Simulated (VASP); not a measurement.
# Te (P6_3/mmc) in VASP: notebook

The runs below take Te through single point, relaxation of cell and atoms, with PBEsol.

Program: VASP 6.6.1. These are calculated values, not measurements. Logs are shortened: lines on timing, memory, paths and dates and some standing lists are left out, and cuts for length are marked.

### 1 The cell of the first run

It takes space group P6_3/mmc (No. 194, hexagonal). The conventional cell has a = 5.208 Å, b = 5.208 Å, c = 5.982 Å, α = 90.00°, β = 90.00°, γ = 120.00°. Te (site symmetry -6m2) has 5 Te at 2.99 to 3.01 Å within 3.9 Å. Te (site symmetry -6m2) has 3 Te at 3.01 Å within 4.0 Å.

### 2 Single point, PBEsol

Contents of INCAR:

```
SYSTEM = Te
ALGO = Normal
EDIFF = 1E-6
ENCUT = 520
GGA = PS
ISIF = 2
ISMEAR = 0
LASPH = .TRUE.
LCHARG = .FALSE.
LREAL = .FALSE.
LWAVE = .FALSE.
NBANDS = 20
NELM = 100
PREC = Accurate
SIGMA = 0.1
```

Contents of KPOINTS:

```
k-points
0
G
  6 6 4
  0 0 0
```

Contents of POSCAR:

```
Te
1.0
    5.2076959662      0.0000000000      0.0000000000
   -2.6038479831      4.5099970020      0.0000000000
    0.0000000000      0.0000000000      5.9817564850
Te
4
Direct
    0.0000000000      0.0000000000      0.2500000000
    0.0000000000      0.0000000000      0.7500000000
    0.3333333333      0.6666666667      0.7500000000
    0.6666666667      0.3333333333      0.2500000000
```

Potentials or basis: VASP PAW PBE potentials, release 64 (Te).

Launch:

```
cat potpaw_PBE.64/Te/POTCAR > POTCAR
mpirun -np 1 vasp_std > vasp.out
```

OUTCAR:

```text
SYSTEM = Te
   EDIFF = 1E-6
   ENCUT = 520
   GGA = PS
   ISIF = 2
   ISMEAR = 0
   LASPH = .TRUE.
   LREAL = .FALSE.
   NELM = 100
   PREC = Accurate

 ion  position               nearest neighbor table
   1  0.000  0.000  0.250-   2 2.99   2 2.99   4 3.01   4 3.01   4 3.01
   2  0.000  0.000  0.750-   1 2.99   1 2.99   3 3.01   3 3.01   3 3.01
   3  0.333  0.667  0.750-   2 3.01   2 3.01   2 3.01
   4  0.667  0.333  0.250-   1 3.01   1 3.01   1 3.01

  LATTYP: Found a hexagonal cell.
 ALAT       =     5.2076959662
 C/A-ratio  =     1.1486378091

  Lattice vectors:

 A1 = (   5.2076959662,   0.0000000000,   0.0000000000)
 A2 = (  -2.6038479831,   4.5099970020,   0.0000000000)
 A3 = (   0.0000000000,   0.0000000000,   5.9817564850)

Analysis of symmetry for initial positions (statically):
=====================================================================
 Subroutine PRICEL returns:
 Original cell was already a primitive cell.

 Routine SETGRP: Setting up the symmetry group for a
 hexagonal supercell.

 Subroutine GETGRP returns: Found 24 space group operations
 (whereof 12 operations were pure point group operations)
 out of a pool of 24 trial point group operations.

The static configuration has the point symmetry D_3d.
 The point group associated with its full space group is D_6h.

Analysis of symmetry for dynamics (positions and initial velocities):
=====================================================================
 Subroutine PRICEL returns:
 Original cell was already a primitive cell.

 Routine SETGRP: Setting up the symmetry group for a
 hexagonal supercell.

 Subroutine GETGRP returns: Found 24 space group operations
 (whereof 12 operations were pure point group operations)
 out of a pool of 24 trial point group operations.

The dynamic configuration has the point symmetry D_3d.
 The point group associated with its full space group is D_6h.

 Subroutine INISYM returns: Found 24 space group operations
 (whereof 12 operations are pure point group operations),
 and found     1 'primitive' translations

----------------------------------------------------------------------------------------

                                     Primitive cell

  volume of cell :     140.4917

  direct lattice vectors                    reciprocal lattice vectors
     5.207695966  0.000000000  0.000000000     0.192023499  0.110864819  0.000000000
    -2.603847983  4.509997002  0.000000000     0.000000000  0.221729637  0.000000000
     0.000000000  0.000000000  5.981756485     0.000000000  0.000000000  0.167174977

  length of vectors
     5.207695966  5.207695966  5.981756485     0.221729637  0.221729637  0.167174977

  position of ions in fractional coordinates (direct lattice)
     0.000000000  0.000000000  0.250000000
     0.000000000  0.000000000  0.750000000
     0.333333333  0.666666667  0.750000000
     0.666666667  0.333333333  0.250000000

  ion indices of the primitive-cell ions
   primitive index   ion index
                 1           1
                 2           2
                 3           3
                 4           4

----------------------------------------------------------------------------------------

 KPOINTS: k-points

Automatic generation of k-mesh.
 Grid dimensions read from file:
 generate k-points for:    6    6    4

 Generating k-lattice:

  Cartesian coordinates                     Fractional coordinates (reciprocal lattice)
     0.032003916  0.018477470  0.000000000     0.166666667  0.000000000  0.000000000
     0.000000000  0.036954940  0.000000000     0.000000000  0.166666667  0.000000000
     0.000000000  0.000000000  0.041793744     0.000000000  0.000000000  0.250000000

  Length of vectors
     0.036954940  0.036954940  0.041793744

  Shift w.r.t. Gamma in fractional coordinates (k-lattice)
     0.000000000  0.000000000  0.000000000

 Subroutine IBZKPT returns following result:
 ===========================================

 Found     21 irreducible k-points:

 Following reciprocal coordinates:
            Coordinates               Weight
  0.000000  0.000000  0.000000      1.000000
  0.166667  0.000000  0.000000      6.000000
  0.333333  0.000000  0.000000      6.000000
  0.500000  0.000000  0.000000      3.000000
  0.166667  0.166667  0.000000      6.000000
  0.333333  0.166667  0.000000     12.000000
[... 13 lines left out ...]
  0.333333  0.166667  0.500000     12.000000
  0.333333  0.333333  0.500000      2.000000
   k-points           NKPTS =     21   k-points in BZ     NKDIM =     21   number of bands    NBANDS=     20
   number of dos      NEDOS =    301   number of ions     NIONS =      4
   total plane-waves  NPLWV =  76800
   dimension x,y,z NGX =    40 NGY =   40 NGZ =   48
   dimension x,y,z NGXF=    80 NGYF=   80 NGZF=   96
   ions per type =               4
   NGX,Y,Z   is equivalent  to a cutoff of  12.77, 12.77, 13.34 a.u.
   NGXF,Y,Z  is equivalent  to a cutoff of  25.54, 25.54, 26.68 a.u.
 SYSTEM =  Te
   PREC   = accura    normal or accurate (medium, high low for compatibility)
   ISTART =      0    job   : 0-new  1-cont  2-samecut
   ICHARG =      2    charge: 1-file 2-atom 10-const
   ISPIN  =      1    spin polarized calculation?
   LNONCOLLINEAR =      F non collinear calculations
   LSORBIT =      F    spin-orbit coupling
   LASPH  =      T    aspherical Exc in radial PAW
   ENCUT  =  520.0 eV  38.22 Ry    6.18 a.u.   9.68  9.68 11.12*2*pi/ulx,y,z
   NELM   =    100;   NELMIN=  2; NELMDL= -5     # of ELM steps
   EDIFF  = 0.1E-05   stopping-criterion for ELM
   LREAL  =      F    real-space projection
   EDIFFG = 0.1E-04   stopping-criterion for IOM
   NSW    =      0    number of steps for IOM
   IBRION =     -1    ionic relax: 0-MD 1-quasi-New 2-CG
   NFREE  =      0    steps in history (QN), initial steepest desc. (CG)
   ISIF   =      2    stress and relaxation
   ISYM   =      2    0-nonsym 1-usesym 2-fastsym
   POTIM  = 0.5000    time-step for ionic-motion
   TEBEG  =    0.0;   TEEND  =   0.0 temperature during run
   PSTRESS=    0.0 pullay stress
   NELECT =      24.0000    total number of electrons
   NUPDOWN=      -1.0000    fix difference up-down
   EMIN   =  10.00;   EMAX   =-10.00  energy-range for DOS
   EFERMI =   0.00;   METHOD = LEGACY
   ISMEAR =     0;   SIGMA  =   0.10  broadening in eV -4-tet -1-fermi 0-gaus
   EFERMI_NEDOS =   21; number of points for ismear=-14 and -15
   IALGO  =     38    algorithm
   IMIX   =      4    mixing-type and parameters
     AMIX     =   0.40;   BMIX     =  1.00
     AMIX_MAG =   1.60;   BMIX_MAG =  1.00
  volume/ion in A,a.u.               =      35.12       237.02
  Fermi-wavevector in a.u.,A,eV,Ry     =   0.908368  1.716566 11.226602  0.825132
  Thomas-Fermi vector in A             =   2.032286
   LORBIT       =      0    0 simple, 1 ext, 2 COOP (PROOUT), +10 PAW based schemes
   GGA     = PS    functional components
   LHFCALC =     F    Hartree Fock is set to
   AEXX    =    0.0000 exact exchange contribution
   IVDW    =     0    specifies the selected vdW correction
   LEPSILON=     F    determine dielectric tensor
   LRPA    =     F    only Hartree local field effects (RPA)
 non-spin polarized calculation
 Gauss-broadening in eV      SIGMA  =   0.10
  energy-cutoff  :      520.00
  volume of cell :      140.49
 maximum number of plane-waves:      3814
 NGX is ok and might be reduce to    40
   NGX = 19   NGY = 19   NGZ = 23

 number of electron      23.9999998 magnetization

 Free energy of the ion-electron system (eV)
  ---------------------------------------------------
  ext. energy  EPLUGINS =         0.00000000
  ---------------------------------------------------
  free energy    TOTEN  =       -12.75738832 eV

  energy without entropy =      -12.74115429  energy(sigma->0) =      -12.74927130

 E-fermi :   5.4690     XC(G=0):  -9.0455

 val. band max:        5.4561575277   @ k =   0.3333   0.0000   0.0000
 cond. band min:       5.5742337490   @ k =   0.1667   0.1667   0.2500
 fundamental gap:      0.1180762213
 Fermi energy:         5.4690324051

 k-point     1 :       0.0000    0.0000    0.0000
  band No.  band energies     occupation
      1      -8.3682      2.00000
      2      -6.5064      2.00000
      3      -4.1404      2.00000
      4      -2.8890      2.00000
      5      -0.5664      2.00000
      6       0.8742      2.00000
[... 12 lines left out ...]
     19      10.0362      0.00000
     20      10.0362      0.00000

 k-point     2 :       0.1667    0.0000    0.0000
  band No.  band energies     occupation
      1      -8.2320      2.00000
      2      -6.3826      2.00000
      3      -4.5294      2.00000
      4      -3.3285      2.00000
      5      -0.4648      2.00000
      6       0.6036      2.00000
[... 12 lines left out ...]
     19      10.5070      0.00000
     20      10.6689      0.00000

 k-point     3 :       0.3333    0.0000    0.0000
  band No.  band energies     occupation
      1      -7.8780      2.00000
      2      -6.0920      2.00000
      3      -5.2230      2.00000
      4      -4.1905      2.00000
      5      -0.2311      2.00000
      6       0.2320      2.00000
[... 12 lines left out ...]
     19      11.1309      0.00000
     20      11.3866      0.00000

 k-point     4 :       0.5000    0.0000    0.0000
  band No.  band energies     occupation
      1      -7.6148      2.00000
      2      -6.0776      2.00000
      3      -5.2791      2.00000
      4      -4.7936      2.00000
      5      -0.0928      2.00000
      6       0.0864      2.00000
[... 12 lines left out ...]
     19      10.3790      0.00000
     20      12.2083      0.00000

 k-point     5 :       0.1667    0.1667    0.0000
  band No.  band energies     occupation
      1      -7.9826      2.00000
      2      -6.1557      2.00000
      3      -5.0789      2.00000
      4      -3.9612      2.00000
      5      -0.2950      2.00000
      6       0.4444      2.00000
[... 12 lines left out ...]
     19      10.8952      0.00000
     20      11.3118      0.00000

 k-point     6 :       0.3333    0.1667    0.0000
  band No.  band energies     occupation
      1      -7.6272      2.00000
      2      -5.9287      2.00000
      3      -5.5131      2.00000
      4      -4.6949      2.00000
      5      -0.0978      2.00000
      6       0.2087      2.00000
[... 12 lines left out ...]
     19      10.3462      0.00000
     20      11.2591      0.00000

 k-point     7 :       0.3333    0.3333    0.0000
  band No.  band energies     occupation
      1      -7.4684      2.00000
      2      -5.7434      2.00000
      3      -5.7434      2.00000
      4      -4.9818      2.00000
      5      -0.0287      2.00000
      6       0.4253      2.00000
[... 12 lines left out ...]
     19      10.8223      0.00000
     20      10.8223      0.00000
[... 208 lines left out ...]
 k-point    17 :       0.3333    0.0000    0.5000
  band No.  band energies     occupation
      1      -7.0890      2.00000
      2      -7.0890      2.00000
      3      -4.9327      2.00000
      4      -4.9327      2.00000
      5       0.9348      2.00000
      6       0.9348      2.00000
[... 12 lines left out ...]
     19      11.7710      0.00000
     20      11.7710      0.00000

 k-point    18 :       0.5000    0.0000    0.5000
  band No.  band energies     occupation
      1      -6.7881      2.00000
      2      -6.7881      2.00000
      3      -5.4169      2.00000
      4      -5.4169      2.00000
      5       0.8096      2.00000
      6       0.8096      2.00000
[... 12 lines left out ...]
     19      11.2220      0.00000
     20      11.2220      0.00000

 k-point    19 :       0.1667    0.1667    0.5000
  band No.  band energies     occupation
      1      -7.2003      2.00000
      2      -7.2003      2.00000
      3      -4.7194      2.00000
      4      -4.7194      2.00000
      5       0.8085      2.00000
      6       0.8085      2.00000
[... 12 lines left out ...]
     19      12.0090      0.00000
     20      12.0090      0.00000

 k-point    20 :       0.3333    0.1667    0.5000
  band No.  band energies     occupation
      1      -6.7938      2.00000
      2      -6.7938      2.00000
      3      -5.4012      2.00000
      4      -5.4012      2.00000
      5       0.4379      2.00000
      6       0.4379      2.00000
[... 12 lines left out ...]
     19      11.2586      0.00000
     20      11.2586      0.00000

 k-point    21 :       0.3333    0.3333    0.5000
  band No.  band energies     occupation
      1      -6.5524      2.00000
      2      -6.5524      2.00000
      3      -5.7175      2.00000
      4      -5.7175      2.00000
      5       0.1570      2.00000
      6       0.1570      2.00000
[... 12 lines left out ...]
     19      10.5014      0.00000
     20      10.5014      0.00000

------------------------ aborting loop because EDIFF is reached ----------------------------------------

  FORCE on cell =-STRESS in cart. coord.  units (eV):
  Direction    XX          YY          ZZ          XY          YZ          ZX
  --------------------------------------------------------------------------------------
  -------------------------------------------------------------------------------------
  Total       -0.0314040     -0.0314040     -0.2189226      0.0000000      0.0000000      0.0000000
  in kB       -0.3581330     -0.3581330     -2.4966093      0.0000000      0.0000000      0.0000000
  external PRESSURE =      -1.0709584 kB  Pullay stress =       0.0000000 kB

 VOLUME and BASIS-vectors are now :
 -----------------------------------------------------------------------------
  energy-cutoff  :      520.00
  volume of cell :      140.49
      direct lattice vectors                 reciprocal lattice vectors
     5.207695966  0.000000000  0.000000000     0.192023499  0.110864819  0.000000000
    -2.603847983  4.509997002  0.000000000     0.000000000  0.221729637  0.000000000
     0.000000000  0.000000000  5.981756485     0.000000000  0.000000000  0.167174977

 POSITION                                       TOTAL-FORCE (eV/Angst)
 -----------------------------------------------------------------------------------
      0.00000      0.00000      1.49544         0.000000     -0.000000     -0.000000
      0.00000      0.00000      4.48632        -0.000000      0.000000     -0.000000
     -0.00000      3.00666      4.48632         0.000000      0.000000     -0.000000
      2.60385      1.50333      1.49544        -0.000000     -0.000000      0.000000
 -----------------------------------------------------------------------------------
    total drift:                                0.000000     -0.000000      0.000000

  FREE ENERGIE OF THE ION-ELECTRON SYSTEM (eV)
  ---------------------------------------------------
  free  energy   TOTEN  =       -12.7573883167 eV

  energy  without entropy=      -12.7411542882  energy(sigma->0) =      -12.74927130
```

Run time: 27 s. Hardware: 1 thread of Intel Xeon 6975P-C (Granite Rapids), shared host; peak memory 0.25 GiB.

Results:

| Property | Result |
| --- | --- |
| Free energy | -12.7574 eV |
| Pressure | -0.1 GPa |
| Band gap on the k mesh | zero (band 12 reaches 6.31 eV, above the bottom of band 13 at 4.66 eV) |

Stress tensor (GPa, compression positive):
```
-0.04  0.00  0.00
 0.00 -0.04  0.00
 0.00  0.00 -0.25
```

Caveat: the PAW data sets were made with another functional, which shifts forces and pressure a little; spin-orbit coupling is left out, which moves the levels of the heavy elements.

(Part 1 of 2 ends here.)
